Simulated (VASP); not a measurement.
# CoO (Fm-3m) in VASP: a series of runs, part 2 of 2

VASP 6.6.1. The steps go on from the part before.

## 3. Single point, PBE+U, collinear spin, ferromagnetic start

The input, INCAR:

```
SYSTEM = CoO
ALGO     = Normal         ! electronic algorithm
EDIFF    = 1E-6           ! SCF threshold, eV
ENCUT    = 700            ! plane-wave cutoff, eV
GGA      = PE             ! functional
GGA_COMPAT= .False.      
ISIF     = 2              ! what is computed and relaxed
ISMEAR   = -5             ! smearing method
ISPIN    = 2              ! spin polarisation
LASPH    = .True.         ! aspherical terms in the spheres
LCHARG   = .True.         ! write CHGCAR
LDAU     = .True.         ! DFT+U
LDAUJ    = 0 0          
LDAUL    = -1 2           ! shell
LDAUPRINT= 1            
LDAUTYPE = 2            
LDAUU    = 0 3.32         ! U, eV
LELF     = .True.         ! ELF
LMAXMIX  = 4              ! l up to which the mixer works
LORBIT   = 11             ! projections on sites
LREAL    = .False.        ! projectors in reciprocal space
LVHAR    = .True.       
LWAVE    = .False.        ! write WAVECAR
MAGMOM   = 0 3            ! initial moments
NBANDS   = 22             ! bands
NELM     = 200            ! most SCF steps
PREC     = Accurate       ! precision mode
SIGMA    = 0.1            ! smearing width, eV
```

The input, KPOINTS:

```
k-points
0
Gamma
  8 8 8
  0 0 0
```

The input, POSCAR:

```
CoO
1.0
    0.0000000000      2.1290000000      2.1290000000
    2.1290000000      0.0000000000      2.1290000000
    2.1290000000      2.1290000000      0.0000000000
O Co
1 1
Direct
    0.5000000000      0.5000000000      0.5000000000
    0.0000000000      0.0000000000      0.0000000000
```

Potentials or basis: VASP PAW PBE potentials, release 64 (O, Co_sv).

Launch:

```bash
cat potpaw_PBE.64/O/POTCAR potpaw_PBE.64/Co_sv/POTCAR > POTCAR
mpirun -np 1 vasp_std > vasp.out
```

Run time: 1.8 min. Hardware: 1 thread of Intel Xeon Platinum 8375C at 2.90GHz (Ice Lake), shared host; peak memory 0.18 GiB.

The run converged. Its results:

```yaml
Free_energy: -11.0467 eV
Pressure: -0.4 GPa
Band_gap_on_the_k_mesh: zero (filled and empty bands overlap)
Net_moment: 3.00 μB per cell
Site_moments: O +0.25; Co +2.69 μB
Valence_electrons_inside_the_program's_atomic_spheres: O 5.01; Co 14.88
```

Levels at points of the mesh, in eV from the Fermi level:
Spin up:
```csv
k point,band 10,band 11,band 12,band 13,band 14,band 15,band 16,band 17
"(0.00, 0.00, 0.00)",-4.14,-2.64,-2.64,-2.64,1.34,17.13,17.99,17.99
"(0.50, 0.00, 0.00)",-3.51,-2.68,-0.25,-0.25,5.38,9.71,13.70,13.70
"(0.50, 0.50, 0.00)",-3.88,-3.67,-3.23,-3.23,6.11,10.24,11.54,16.08
```
Spin down:
```tsv
k point	band 7	band 8	band 9	band 10	band 11	band 12	band 13	band 14
(0.00, 0.00, 0.00)	-2.16	-2.16	-1.12	-1.12	-1.12	1.67	1.67	1.83
(0.50, 0.00, 0.00)	-4.00	-4.00	-0.09	-0.09	0.20	4.11	4.11	5.60
(0.50, 0.50, 0.00)	-3.44	-3.44	-2.22	0.09	0.09	2.20	2.61	7.01
```

Eigenvalues of the final occupation matrices:
```tsv
site	spin	trace	eigenvalues
site 2 d	1	4.68	0.92 0.92 0.92 0.96 0.96
site 2 d	2	2.02	0.10 0.10 0.61 0.61 0.61
```

Caveat: a cell with one magnetic atom can't hold antiferromagnetic order, which such compounds often take; tetrahedron occupations give inexact forces and stress in metals. The state reached can hang on the start; a lower one may exist.

## 4. Single point, PBE+U, collinear spin, ferromagnetic start

The input, INCAR:

```
SYSTEM = CoO
  PREC = Accurate
  ENCUT = 700
  EDIFF = 1E-6
  ISMEAR = -1
  SIGMA = 0.03
  LREAL = .False.
  LASPH = .True.
  NELM = 200
  ALGO = Normal
  ISIF = 2
  LWAVE = .False.
  LCHARG = .False.
  ISPIN = 2
  MAGMOM = 0 3
  LORBIT = 11
  LMAXMIX = 4
  LDAU = .True.
  LDAUTYPE = 2
  LDAUL = -1 2
  LDAUU = 0 3.32
  LDAUJ = 0 0
  LDAUPRINT = 1
  GGA = PE
  NBANDS = 22
  GGA_COMPAT = .False.
```

The input, KPOINTS:

```
Automatic mesh
0
Gamma
  8 8 8
  0 0 0
```

POSCAR is that of step 3.

Potentials or basis: VASP PAW PBE potentials, release 64 (O, Co_sv).

Launch:

```bash
cat potpaw_PBE.64/O/POTCAR potpaw_PBE.64/Co_sv/POTCAR > POTCAR
mpirun -np 1 vasp_std > vasp.out
```

OUTCAR:

```text
SYSTEM = CoO
   PREC = Accurate
   ENCUT = 700
   EDIFF = 1E-6
   ISMEAR = -1
   LREAL = .False.
   LASPH = .True.
   NELM = 200
   ISIF = 2
   ISPIN = 2
   LORBIT = 11
   GGA = PE

 ion  position               nearest neighbor table
   1  0.500  0.500  0.500-   2 2.13   2 2.13   2 2.13   2 2.13   2 2.13   2 2.13
   2  0.000  0.000  0.000-   1 2.13   1 2.13   1 2.13   1 2.13   1 2.13   1 2.13

  LATTYP: Found a face centered cubic cell.
 ALAT       =     4.2580000000

  Lattice vectors:

 A1 = (   0.0000000000,   2.1290000000,   2.1290000000)
 A2 = (   2.1290000000,   0.0000000000,   2.1290000000)
 A3 = (   2.1290000000,   2.1290000000,   0.0000000000)

Analysis of symmetry for initial positions (statically):
=====================================================================
 Subroutine PRICEL returns:
 Original cell was already a primitive cell.

 Routine SETGRP: Setting up the symmetry group for a
 face centered cubic supercell.

 Subroutine GETGRP returns: Found 48 space group operations
 (whereof 48 operations were pure point group operations)
[... 225 lines left out ...]
  band No.  band energies     occupation
      1     -88.1375      1.00000
      2     -51.3843      1.00000
      3     -51.3843      1.00000
      4     -51.3843      1.00000
      5     -11.1203      1.00000
      6       4.0712      1.00000
[... 1193 lines left out ...]
     21      37.1547      0.00000
     22      38.7542      0.00000

 [... further k-points ...]
[... 5 lines left out ...]
  --------------------------------------------------------------------------------------
  -------------------------------------------------------------------------------------
  Total       -0.0351528     -0.0351528     -0.0351528      0.0000000      0.0000000     -0.0000000
  in kB       -2.9181863     -2.9181863     -2.9181863      0.0000000      0.0000000     -0.0000000
  external PRESSURE =      -2.9181863 kB  Pullay stress =       0.0000000 kB

 VOLUME and BASIS-vectors are now :
 -----------------------------------------------------------------------------
  energy-cutoff  :      700.00
  volume of cell :       19.30
      direct lattice vectors                 reciprocal lattice vectors
     0.000000000  2.129000000  2.129000000    -0.234852043  0.234852043  0.234852043
     2.129000000  0.000000000  2.129000000     0.234852043 -0.234852043  0.234852043
     2.129000000  2.129000000  0.000000000     0.234852043  0.234852043 -0.234852043

 POSITION                                       TOTAL-FORCE (eV/Angst)
 -----------------------------------------------------------------------------------
      2.12900      2.12900      2.12900         0.000000      0.000000      0.000000
      0.00000      0.00000      0.00000        -0.000000     -0.000000     -0.000000
 -----------------------------------------------------------------------------------
    total drift:                                0.000000      0.000000      0.000000

  FREE ENERGIE OF THE ION-ELECTRON SYSTEM (eV)
  ---------------------------------------------------
  free  energy   TOTEN  =       -11.0507932977 eV

  energy  without entropy=      -11.0372053618  energy(sigma->0) =      -11.04399933

 total charge

# of ion       s       p       d       tot
------------------------------------------
    1        1.548   3.458   0.000   5.006
    2        2.145   6.065   6.674  14.883
--------------------------------------------------
tot          3.692   9.523   6.674  19.889

 magnetization (x)

# of ion       s       p       d       tot
------------------------------------------
    1        0.025   0.228   0.000   0.254
    2        0.013   0.011   2.664   2.689
--------------------------------------------------
tot          0.039   0.239   2.664   2.942
```

It took 72 s on 1 thread of AMD EPYC 7R43 (Zen 3), shared host; peak memory 0.14 GiB.

Results:

```
Free energy                                           : -11.0508 eV
Pressure                                              : -0.3 GPa
Band gap on the k mesh                                : zero (filled and empty bands overlap)
Net moment                                            : 3.00 μB per cell
Site moments                                          : O +0.25; Co +2.69 μB
Valence electrons inside the program's atomic spheres : O 5.01; Co 14.88
```

Eigenvalues of the final occupation matrices:
| site | spin | trace | eigenvalues |
| --- | --- | --- | --- |
| site 2 d | 1 | 4.68 | 0.92 0.92 0.92 0.96 0.96 |
| site 2 d | 2 | 2.02 | 0.10 0.10 0.61 0.61 0.61 |

Caveat: a cell with one magnetic atom can't hold antiferromagnetic order, which such compounds often take. The state reached can hang on the start; a lower one may exist.

## 5. The runs side by side

```csv
smearing,gap on the mesh (eV),pressure (GPa),moment (μB)
fermi-dirac 0.003 eV,none,-0.4,3.00
tetrahedron,none,-0.4,3.00
fermi-dirac 0.03 eV,none,-0.3,3.00
```

Alike in all rows: task single point; level PBE+U; potentials or basis VASP PAW PBE potentials, release 64 (O, Co_sv); spin collinear, ferromagnetic start; Co d U = 3.32 eV; cell as given; k mesh 8 × 8 × 8; cutoff (eV) 700.

Caveats: a cell with one magnetic atom can't hold antiferromagnetic order, which such compounds often take; tetrahedron occupations give inexact forces and stress in metals (at least some runs).

Total energies depend on the potentials used, so only differences within one code and one set of settings carry meaning.
